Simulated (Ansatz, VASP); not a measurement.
## CsLiCr2Te2S3: VASP beside Ansatz

```
CELL_PARAMETERS angstrom
6.10792 -0.01886 0.00581
-2.28822 5.93151 0.00333
-1.38462 -2.19395 7.56260
ATOMIC_POSITIONS crystal
Cs 0.06348 0.10178 0.99394
Li 0.57026 0.58143 0.57403
Cr 0.07801 0.50138 0.57990
Cr 0.43162 0.02972 0.53722
Te 0.54458 0.76732 0.28198
Te 0.01143 0.65932 0.29902
S 0.77800 0.37133 0.70773
S 0.39402 0.82508 0.74875
S 0.19605 0.23009 0.48646
```

Alike in both runs: task single point; functional PBE-based screened hybrid; k mesh 2 × 2 × 2; occupations fermi-dirac, width 0.05 eV; collinear spin.

|  | VASP | Ansatz |
| --- | --- | --- |
| version | VASP 6.6.1 | Ansatz 0.2.0 |
| potentials or method | VASP PAW PBE potentials, release 64 (Cs_sv, Li_sv, Cr_pv, Te, S) | Ansatz PAW |
| plane-wave cutoff (eV) | 520 | 420 |
| valence electrons in the cell | 66 | 90 |

|  | VASP | Ansatz | Ansatz less VASP |
| --- | --- | --- | --- |
| gap on the k mesh at the Fermi level (eV) | none | none | - |
| rms of the force components (eV/Å) | 0.131 | 0.129 | -0.0012 |
| net moment per atom (μB) | 0.56 | 0.56 | 0.000 |
| size of the moment on the site where the two differ most (μB) | 2.95 | 2.59 | -0.363 |

VASP's potentials were made for PBE, not for PBE-based screened hybrid. Site moments also hang on the region over which each program counts them. Atom by atom the forces differ by 0.009 eV/Å (rms over components). A gap of «none» marks a metal or a gap that the smearing closes. The functional is the same, so the differences come from potentials, cutoffs and numerics. VASP's potentials hold 66 valence electrons a cell and Ansatz's 90, so a difference there can come from the potentials and not from the codes.

The k mesh is coarse, so the values compare programs but aren't converged. Spin-orbit coupling is off throughout. Noted on VASP's run: the cutoff is short for stress, so the pressure is rough. Noted on Ansatz's run: the magnetic or orbital state may not be the lowest.
